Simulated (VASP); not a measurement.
The system is IrOs.

```xyz
2
Lattice="2.7528 0.0000 0.0000 -1.3764 2.3840 0.0000 0.0000 0.0000 4.3844" Properties=species:S:1:pos:R:3 pbc="T T T"
Os    0.0000    1.5893    0.0000
Ir    1.3764    0.7947    2.1922
```

| Property | Result |
| --- | --- |
| Program | VASP 6.6.1 |
| Task | relaxation of cell and atoms |
| Functional | PBEsol |
| Potentials or basis | VASP PAW PBE potentials, release 64 (Os, Ir) |
| Cutoff | 600 eV |
| k mesh | 18 × 18 × 10 |
| Occupations | gaussian, width 0.1 eV |
| Spin | no spin polarisation |

At the start: pressure -10.5 GPa; volume 14.39 Å³/atom.

Problem. How do energy, volume and symmetry change on relaxing?

Solution. Over 12 steps the energy falls by 13.1 meV/atom and the volume is 14.00 Å³/atom (-2.7 %); space group P-6m2 (No. 187, to 0.1 Å) before and after.

The path:
```csv
step,energy change (eV),largest force (eV/Å),pressure (GPa),volume (Å³)
1,0.0000,0.0000,-10.55,28.77
2,0.4955,0.0000,62.36,25.01
3,-0.0261,0.0000,-0.61,28.04
4,-0.0261,0.0000,-0.04,28.01
5,-0.0261,0.0000,0.12,27.99
6,-0.0261,0.0000,-0.43,28.03
7,-0.0262,0.0000,-0.12,28.01
8,-0.0262,0.0000,-0.04,28.01
9,-0.0262,0.0000,-0.05,28.01
10,-0.0262,0.0000,-0.06,28.01
11,-0.0262,0.0000,0.13,27.99
12,-0.0262,0.0000,0.04,28.00
```

Final structure:
```
CELL_PARAMETERS angstrom
2.72748 0.00000 0.00000
-1.36374 2.36207 0.00000
0.00000 0.00000 4.34619
ATOMIC_POSITIONS crystal
Os 0.33333 0.66667 0.00000
Ir 0.66667 0.33333 0.50000
```

Caveat: the PAW data sets were made with another functional, which shifts forces and pressure a little.
